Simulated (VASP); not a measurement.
# Ca (I4/mmm) in VASP: notebook

Runs on Ca. Level: PBE. Tasks: single point, relaxation of cell and atoms.

Program: VASP 6.6.1. These are calculated values, not measurements. Logs are shortened: lines on timing, memory, paths and dates and some standing lists are left out, and cuts for length are marked.

## (1) The cell of the first run

Symmetry: I4/mmm, No. 139, tetragonal system. The conventional cell has a = 4.489 Å, b = 4.489 Å, c = 4.178 Å, α = 90.00°, β = 90.00°, γ = 90.00°. Within 5.0 Å of Ca (site symmetry 4/mmm) lie 14 Ca at 3.80 to 4.49 Å.

## (2) Single point, PBE

Input file INCAR:

```
PREC = Accurate
ENCUT = 520
EDIFF = 1E-6
ISMEAR = 0
SIGMA = 0.1
LREAL = F
LASPH = T
NELM = 60
ALGO = Fast
ISIF = 2
LWAVE = F
LCHARG = F
GGA = PE
NBANDS = 11
```

Input file KPOINTS:

```
Automatic mesh
0
Gamma
  18 18 18
```

Input file POSCAR:

```
Ca
1.0
   -2.2442612576      2.2442612576      2.0887998167
    2.2442612576     -2.2442612576      2.0887998167
    2.2442612576      2.2442612576     -2.0887998167
Ca
1
Direct
    0.0000000000      0.0000000000      0.0000000000
```

Potentials or basis: VASP PAW PBE potentials, release 64 (Ca_sv).

The run is started by

```bash
$ cat potpaw_PBE.64/Ca_sv/POTCAR > POTCAR
$ mpirun -np 1 vasp_std > vasp.out
```

OUTCAR:

```text
PREC = Accurate
   ENCUT = 520
   EDIFF = 1E-6
   ISMEAR = 0
   LREAL = F
   LASPH = T
   NELM = 60
   ISIF = 2
   GGA = PE

 ion  position               nearest neighbor table
   1  0.000  0.000  0.000-

  LATTYP: Found a body centered tetragonal cell.
 ALAT       =     4.4885225152
 C/A-ratio  =     0.9307293479

  Lattice vectors:

 A1 = (  -2.2442612576,   2.2442612576,   2.0887998167)
 A2 = (   2.2442612576,  -2.2442612576,   2.0887998167)
 A3 = (   2.2442612576,   2.2442612576,  -2.0887998167)

Analysis of symmetry for initial positions (statically):
=====================================================================
 Subroutine PRICEL returns:
 Original cell was already a primitive cell.

 Routine SETGRP: Setting up the symmetry group for a
 body centered tetragonal supercell.

 Subroutine GETGRP returns: Found 16 space group operations
 (whereof 16 operations were pure point group operations)
 out of a pool of 16 trial point group operations.

The static configuration has the point symmetry D_4h.

Analysis of symmetry for dynamics (positions and initial velocities):
=====================================================================
 Subroutine PRICEL returns:
 Original cell was already a primitive cell.

 Routine SETGRP: Setting up the symmetry group for a
 body centered tetragonal supercell.

 Subroutine GETGRP returns: Found 16 space group operations
 (whereof 16 operations were pure point group operations)
 out of a pool of 16 trial point group operations.

The dynamic configuration has the point symmetry D_4h.

 Subroutine INISYM returns: Found 16 space group operations
 (whereof 16 operations are pure point group operations),
 and found     1 'primitive' translations

----------------------------------------------------------------------------------------

                                     Primitive cell

  volume of cell :      42.0827

  direct lattice vectors                    reciprocal lattice vectors
    -2.244261258  2.244261258  2.088799817     0.000000000  0.222790461  0.239371909
     2.244261258 -2.244261258  2.088799817     0.222790461  0.000000000  0.239371909
     2.244261258  2.244261258 -2.088799817     0.222790461  0.222790461  0.000000000

  length of vectors
     3.799539690  3.799539690  3.799539690     0.327008410  0.327008410  0.315073291

  position of ions in fractional coordinates (direct lattice)
     0.000000000  0.000000000  0.000000000

  ion indices of the primitive-cell ions
   primitive index   ion index
                 1           1

----------------------------------------------------------------------------------------

 KPOINTS: Automatic mesh

Automatic generation of k-mesh.
 Grid dimensions read from file:
 generate k-points for:   18   18   18

 Generating k-lattice:

  Cartesian coordinates                     Fractional coordinates (reciprocal lattice)
     0.000000000  0.012377248  0.013298439     0.055555556  0.000000000  0.000000000
     0.012377248  0.000000000  0.013298439     0.000000000  0.055555556  0.000000000
     0.012377248  0.012377248  0.000000000     0.000000000  0.000000000  0.055555556

  Length of vectors
     0.018167134  0.018167134  0.017504072

  Shift w.r.t. Gamma in fractional coordinates (k-lattice)
     0.000000000  0.000000000  0.000000000

 Subroutine IBZKPT returns following result:
 ===========================================

 Found    480 irreducible k-points:

 Following reciprocal coordinates:
            Coordinates               Weight
  0.000000  0.000000  0.000000      1.000000
  0.055556  0.000000  0.000000      8.000000
  0.111111  0.000000  0.000000      8.000000
  0.166667  0.000000  0.000000      8.000000
  0.222222  0.000000  0.000000      8.000000
  0.277778  0.000000 -0.000000      8.000000
[... 16 lines left out ...]
 -0.277778  0.055556  0.000000     16.000000
 -0.222222  0.055556  0.000000     16.000000
 [... further k-points ...]
   k-points           NKPTS =    480   k-points in BZ     NKDIM =    480   number of bands    NBANDS=     11
   number of dos      NEDOS =    301   number of ions     NIONS =      1
   total plane-waves  NPLWV =  21952
   dimension x,y,z NGX =    28 NGY =   28 NGZ =   28
   dimension x,y,z NGXF=    56 NGYF=   56 NGZF=   56
   ions per type =               1
   NGX,Y,Z   is equivalent  to a cutoff of  12.25, 12.25, 12.25 a.u.
   NGXF,Y,Z  is equivalent  to a cutoff of  24.50, 24.50, 24.50 a.u.
 SYSTEM =  unknown system
   PREC   = accura    normal or accurate (medium, high low for compatibility)
   ISTART =      0    job   : 0-new  1-cont  2-samecut
   ICHARG =      2    charge: 1-file 2-atom 10-const
   ISPIN  =      1    spin polarized calculation?
   LNONCOLLINEAR =      F non collinear calculations
   LSORBIT =      F    spin-orbit coupling
   LASPH  =      T    aspherical Exc in radial PAW
   ENCUT  =  520.0 eV  38.22 Ry    6.18 a.u.   7.06  7.06  7.06*2*pi/ulx,y,z
   NELM   =     60;   NELMIN=  2; NELMDL= -5     # of ELM steps
   EDIFF  = 0.1E-05   stopping-criterion for ELM
   LREAL  =      F    real-space projection
   EDIFFG = 0.1E-04   stopping-criterion for IOM
   NSW    =      0    number of steps for IOM
   IBRION =     -1    ionic relax: 0-MD 1-quasi-New 2-CG
   NFREE  =      0    steps in history (QN), initial steepest desc. (CG)
   ISIF   =      2    stress and relaxation
   ISYM   =      2    0-nonsym 1-usesym 2-fastsym
   POTIM  = 0.5000    time-step for ionic-motion
   TEBEG  =    0.0;   TEEND  =   0.0 temperature during run
   PSTRESS=    0.0 pullay stress
   NELECT =      10.0000    total number of electrons
   NUPDOWN=      -1.0000    fix difference up-down
   EMIN   =  10.00;   EMAX   =-10.00  energy-range for DOS
   EFERMI =   0.00;   METHOD = LEGACY
   ISMEAR =     0;   SIGMA  =   0.10  broadening in eV -4-tet -1-fermi 0-gaus
   EFERMI_NEDOS =   21; number of points for ismear=-14 and -15
   IALGO  =     68    algorithm
   IMIX   =      4    mixing-type and parameters
     AMIX     =   0.40;   BMIX     =  1.00
     AMIX_MAG =   1.60;   BMIX_MAG =  1.00
  volume/ion in A,a.u.               =      42.08       283.99
  Fermi-wavevector in a.u.,A,eV,Ry     =   1.014005  1.916192 13.989606  1.028207
  Thomas-Fermi vector in A             =   2.147208
   LORBIT       =      0    0 simple, 1 ext, 2 COOP (PROOUT), +10 PAW based schemes
   GGA     = PE    functional components
   LHFCALC =     F    Hartree Fock is set to
   AEXX    =    0.0000 exact exchange contribution
   IVDW    =     0    specifies the selected vdW correction
   LEPSILON=     F    determine dielectric tensor
   LRPA    =     F    only Hartree local field effects (RPA)
 non-spin polarized calculation
 RMM-DIIS sequential band-by-band and
 Gauss-broadening in eV      SIGMA  =   0.10
  energy-cutoff  :      520.00
  volume of cell :       42.08
 maximum number of plane-waves:      1176
   NGX = 15   NGY = 15   NGZ = 15

 number of electron      10.0000000 magnetization

 Free energy of the ion-electron system (eV)
  ---------------------------------------------------
  ext. energy  EPLUGINS =         0.00000000
  ---------------------------------------------------
  free energy    TOTEN  =        -1.91714629 eV

  energy without entropy =       -1.90977251  energy(sigma->0) =       -1.91345940

 E-fermi :   2.0300     XC(G=0):  -7.7430

 val. band max:        2.0260563521   @ k =   0.2778   0.2222   0.1667
 cond. band min:       2.0314853323   @ k =   0.3333   0.3333   0.1111
 fundamental gap:      0.0054289802
 Fermi energy:         2.0300096805

 k-point     1 :       0.0000    0.0000    0.0000
  band No.  band energies     occupation
      1     -40.0352      2.00000
      2     -20.9601      2.00000
      3     -20.9456      2.00000
      4     -20.9456      2.00000
      5      -2.0549      2.00000
      6       4.1070      0.00000
      7       4.4458      0.00000
      8       4.4458      0.00000
      9       5.1389      0.00000
     10       5.5699      0.00000
     11      11.9603      0.00000

 k-point     2 :       0.0556    0.0000    0.0000
  band No.  band energies     occupation
      1     -40.0348      2.00000
      2     -20.9628      2.00000
      3     -20.9474      2.00000
      4     -20.9471      2.00000
      5      -1.9971      2.00000
      6       4.1096      0.00000
      7       4.4216      0.00000
      8       4.4458      0.00000
      9       5.1365      0.00000
     10       5.5338      0.00000
     11      11.9702      0.00000

 k-point     3 :       0.1111    0.0000    0.0000
  band No.  band energies     occupation
      1     -40.0334      2.00000
      2     -20.9729      2.00000
      3     -20.9514      2.00000
      4     -20.9501      2.00000
      5      -1.8257      2.00000
      6       4.0704      0.00000
      7       4.3257      0.00000
      8       4.5001      0.00000
      9       5.1403      0.00000
     10       5.4576      0.00000
     11      11.9431      0.00000

 k-point     4 :       0.1667    0.0000    0.0000
  band No.  band energies     occupation
      1     -40.0314      2.00000
      2     -20.9909      2.00000
      3     -20.9580      2.00000
      4     -20.9519      2.00000
      5      -1.5462      2.00000
      6       3.9480      0.00000
      7       4.1202      0.00000
      8       4.6680      0.00000
      9       5.1766      0.00000
     10       5.3984      0.00000
     11      11.4638      0.00000
[... 239 lines left out ...]
 k-point    22 :      -0.3333    0.0556    0.0000
  band No.  band energies     occupation
      1     -40.0248      2.00000
      2     -21.0487      2.00000
      3     -20.9796      2.00000
      4     -20.9558      2.00000
      5      -0.4320      2.00000
      6       3.2658      0.00000
      7       3.5161      0.00000
      8       5.3050      0.00000
      9       5.4575      0.00000
     10       5.5190      0.00000
     11       9.1295      0.00000

 k-point    23 :      -0.2778    0.0556    0.0000
  band No.  band energies     occupation
      1     -40.0274      2.00000
      2     -21.0254      2.00000
      3     -20.9710      2.00000
      4     -20.9547      2.00000
      5      -0.9255      2.00000
      6       3.6075      0.00000
      7       3.7022      0.00000
      8       5.1101      0.00000
      9       5.2270      0.00000
     10       5.4650      0.00000
     11      10.0557      0.00000

 k-point    24 :      -0.2222    0.0556    0.0000
  band No.  band energies     occupation
      1     -40.0300      2.00000
      2     -21.0020      2.00000
      3     -20.9629      2.00000
      4     -20.9533      2.00000
      5      -1.3437      2.00000
      6       3.8253      0.00000
      7       3.9850      0.00000
      8       4.8416      0.00000
      9       5.1052      0.00000
     10       5.4689      0.00000
     11      11.1612      0.00000

 [... further k-points ...]
[... 5 lines left out ...]
  --------------------------------------------------------------------------------------
  -------------------------------------------------------------------------------------
  Total        0.0004179      0.0004179      0.0022028      0.0000000     -0.0000000      0.0000000
  in kB        0.0159101      0.0159101      0.0838670      0.0000000     -0.0000000      0.0000000
  external PRESSURE =       0.0385624 kB  Pullay stress =       0.0000000 kB

 VOLUME and BASIS-vectors are now :
 -----------------------------------------------------------------------------
  energy-cutoff  :      520.00
  volume of cell :       42.08
      direct lattice vectors                 reciprocal lattice vectors
    -2.244261258  2.244261258  2.088799817     0.000000000  0.222790461  0.239371909
     2.244261258 -2.244261258  2.088799817     0.222790461  0.000000000  0.239371909
     2.244261258  2.244261258 -2.088799817     0.222790461  0.222790461  0.000000000

 POSITION                                       TOTAL-FORCE (eV/Angst)
 -----------------------------------------------------------------------------------
      0.00000      0.00000      0.00000         0.000000     -0.000000      0.000000
 -----------------------------------------------------------------------------------
    total drift:                               -0.000000     -0.000000     -0.000000

  FREE ENERGIE OF THE ION-ELECTRON SYSTEM (eV)
  ---------------------------------------------------
  free  energy   TOTEN  =        -1.9171462863 eV

  energy  without entropy=       -1.9097725056  energy(sigma->0) =       -1.91345940
```

It took 74 s on 1 thread of Intel Xeon 6975P-C (Granite Rapids), shared host; peak memory 0.33 GiB.

Results:

```yaml
Free_energy: -1.9171 eV
Pressure: 0.0 GPa
Band_gap_on_the_k_mesh: zero (bands 5 and 6 overlap by 0.44 eV)
```

## (3) Relaxation of cell and atoms, PBE

This run uses another cell than the first one, of 42.35 Å³/atom.

Input file INCAR:

```
  ALGO = Fast
  EDIFF = 1E-6
  EDIFFG = -0.01
  ENCUT = 600
  GGA = PE
  IBRION = 2
  ISIF = 3
  ISMEAR = 0
  LASPH = True
  LCHARG = False
  LREAL = False
  LWAVE = False
  NELM = 80
  NSW = 100
  PREC = Accurate
  SIGMA = 0.1
```

Input file KPOINTS:

```
k-points
0
Gamma
  18 18 18
```

Input file POSCAR:

```
Ca
1.0
   -2.2867074112      2.2867074112      2.0247569601
    2.2867074112     -2.2867074112      2.0247569601
    2.2867074112      2.2867074112     -2.0247569601
Ca
1
Direct
    0.0000000000      0.0000000000      0.0000000000
```

Potentials or basis: VASP PAW PBE potentials, release 64 (Ca_sv).

The run is started by

```bash
$ cat potpaw_PBE.64/Ca_sv/POTCAR > POTCAR
$ mpirun -np 1 vasp_std > vasp.out
```

OUTCAR:

```text
EDIFF = 1E-6
   EDIFFG = -0.01
   ENCUT = 600
   GGA = PE
   IBRION = 2
   ISIF = 3
   ISMEAR = 0
   LASPH = True
   LREAL = False
   NELM = 80
   NSW = 100
   PREC = Accurate

 ion  position               nearest neighbor table
   1  0.000  0.000  0.000-

  LATTYP: Found a body centered tetragonal cell.
 ALAT       =     4.5734148224
 C/A-ratio  =     0.8854464503

  Lattice vectors:

 A1 = (  -2.2867074112,   2.2867074112,   2.0247569601)
 A2 = (   2.2867074112,  -2.2867074112,   2.0247569601)
 A3 = (   2.2867074112,   2.2867074112,  -2.0247569601)

Analysis of symmetry for initial positions (statically):
=====================================================================
 Subroutine PRICEL returns:
 Original cell was already a primitive cell.

 Routine SETGRP: Setting up the symmetry group for a
 body centered tetragonal supercell.

 Subroutine GETGRP returns: Found 16 space group operations
 (whereof 16 operations were pure point group operations)
 out of a pool of 16 trial point group operations.

The static configuration has the point symmetry D_4h.

Analysis of symmetry for dynamics (positions and initial velocities):
=====================================================================
 Subroutine PRICEL returns:
[... 263 lines left out ...]

 number of electron       9.9999999 magnetization

------------------------ aborting loop because EDIFF is reached ----------------------------------------
[... 65 lines left out ...]
--------------------------------------- Ionic step       10  -------------------------------------------

 number of electron       9.9999999 magnetization

 Free energy of the ion-electron system (eV)
  ---------------------------------------------------
  ext. energy  EPLUGINS =         0.00000000
  ---------------------------------------------------
  free energy    TOTEN  =        -1.91709829 eV

  energy without entropy =       -1.90948716  energy(sigma->0) =       -1.91329272

 E-fermi :   2.0259     XC(G=0):  -7.7391

 val. band max:        2.0243204679   @ k =   0.3333   0.3333   0.1667
 cond. band min:       2.0277429921   @ k =  -0.3889  -0.4444   0.0556
 fundamental gap:      0.0034225242
 Fermi energy:         2.0259383157

 k-point     1 :       0.0000    0.0000    0.0000
  band No.  band energies     occupation
      1     -40.0428      2.00000
      2     -20.9674      2.00000
      3     -20.9540      2.00000
      4     -20.9540      2.00000
      5      -2.0574      2.00000
      6       4.1176      0.00000
      7       4.4270      0.00000
      8       4.4270      0.00000
      9       5.1524      0.00000
[... 265 lines left out ...]
 k-point    24 :      -0.2222    0.0556    0.0000
  band No.  band energies     occupation
      1     -40.0376      2.00000
      2     -21.0096      2.00000
      3     -20.9711      2.00000
      4     -20.9613      2.00000
      5      -1.3474      2.00000
      6       3.8277      0.00000
      7       3.9711      0.00000
      8       4.8348      0.00000
      9       5.1022      0.00000

 [... further k-points ...]
[... 5 lines left out ...]
  --------------------------------------------------------------------------------------
  -------------------------------------------------------------------------------------
  Total        0.0041544      0.0041544     -0.0041372      0.0000000      0.0000000      0.0000000
  in kB        0.1579681      0.1579681     -0.1573123      0.0000000      0.0000000      0.0000000
  external PRESSURE =       0.0528747 kB  Pullay stress =       0.0000000 kB
[... 16 lines left out ...]
  FREE ENERGIE OF THE ION-ELECTRON SYSTEM (eV)
  ---------------------------------------------------
  free  energy   TOTEN  =        -1.9170982857 eV

  energy  without entropy=       -1.9094871587  energy(sigma->0) =       -1.91329272

 reached required accuracy - stopping structural energy minimisation
```

OSZICAR:

```text
N       E                     dE             d eps       ncg     rms          rms(c)
DAV:   1     0.687636257189E+02    0.68764E+02   -0.54647E+03  8640   0.112E+03
DAV:   2    -0.468601936198E+00   -0.69232E+02   -0.68907E+02  8858   0.239E+02
DAV:   3    -0.186228222226E+01   -0.13937E+01   -0.13815E+01 13460   0.362E+01
[... 96 lines left out ...]
RMM:   3    -0.191708202716E+01    0.97481E-04   -0.45613E-04  9585   0.236E-01    0.106E-02
RMM:   4    -0.191709231970E+01   -0.10293E-04   -0.95891E-05  9956   0.948E-02    0.556E-03
RMM:   5    -0.191709661135E+01   -0.42917E-05   -0.37507E-05 10543   0.419E-02    0.819E-03
RMM:   6    -0.191709808683E+01   -0.14755E-05   -0.12257E-05  9315   0.286E-02    0.196E-02
RMM:   7    -0.191709828570E+01   -0.19887E-06   -0.58629E-06  8730   0.302E-02
  10 F= -.19170983E+01 E0= -.19132927E+01  d E =-.543191E-03
```

Wall time 11 min (1 thread of Intel Xeon 6975P-C (Granite Rapids), shared host); peak memory 0.38 GiB.

What came out:

```yaml
Free_energy: -1.9171 eV
Relaxed_volume: 42.14 Å³/atom
Relaxed_cell: a = 3.800 Å, b = 3.800 Å, c = 3.800 Å, α = 107.74°, β = 107.74°, γ = 112.99°
Space_group_after_relaxing_to_0.1_Å: I4/mmm (No. 139)
Energy_gained_by_relaxing: 2.1 meV/atom
Ionic_steps: 10
Pressure_after_relaxing: 0.0 GPa
Band_gap_on_the_k_mesh: zero (bands 5 and 6 overlap by 0.43 eV)
```

The path:
```tsv
step	energy change (eV)	largest force (eV/Å)	pressure (GPa)	volume (Å³)
1	0.0000	0.0000	-0.09	42.35
2	-0.0006	0.0000	-0.02	42.21
3	-0.0015	0.0000	0.16	41.78
4	-0.0015	0.0000	0.11	41.71
5	-0.0015	0.0000	0.25	41.56
6	-0.0019	0.0000	0.13	41.84
7	-0.0021	0.0000	0.04	42.06
8	-0.0021	0.0000	0.03	42.11
9	-0.0020	0.0000	-0.02	42.21
10	-0.0021	0.0000	0.01	42.14
```

Final structure:
```cif
data_structure
_symmetry_space_group_name_H-M 'P 1'
_symmetry_Int_Tables_number 1
_cell_length_a 3.8005
_cell_length_b 3.8005
_cell_length_c 3.8005
_cell_angle_alpha 107.740
_cell_angle_beta 107.740
_cell_angle_gamma 112.992
_cell_volume 42.14
loop_
_atom_site_label
_atom_site_type_symbol
_atom_site_fract_x
_atom_site_fract_y
_atom_site_fract_z
_atom_site_occupancy
Ca1 Ca 0.00000 0.00000 0.00000 1
```
